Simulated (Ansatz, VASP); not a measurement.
Two plane-wave programs on GaMo2

```
Ga Mo
1.0
     4.51988    0.00000    0.00000
     0.00000    5.51648    0.00000
     0.00000    0.00000    3.44376
Ga Mo
2 4
Direct
  0.00000 0.00000 0.00000
  0.50000 0.50000 0.50000
  0.20040 0.37870 0.00000
  0.79960 0.62130 0.00000
  0.70040 0.12130 0.50000
  0.29960 0.87870 0.50000
```

Alike in both runs: task single point; functional PBE; k mesh 4 × 4 × 6; occupations gaussian, width 0.1 eV; no spin polarisation.

|  | VASP | Ansatz |
| --- | --- | --- |
| version | VASP 6.6.1 | Ansatz 0.2.0 |
| potentials or method | VASP PAW PBE potentials, release 64 (Ga_d, Mo_sv), cutoff 520 eV | scalar-relativistic, plane waves, PAW |
| valence electrons in the cell | 82 | 82 |

|  | VASP | Ansatz | Ansatz less VASP |
| --- | --- | --- | --- |
| gap on the k mesh at the Fermi level (eV) | none | none | - |
| rms of the force components (eV/Å) | 0.329 | 0.300 | -0.0289 |

Atom by atom the forces differ by 0.051 eV/Å (rms over components). A gap of «none» marks a metal or a gap that the smearing closes. With one functional, cell and mesh, what is left measures potentials, basis and numerics.
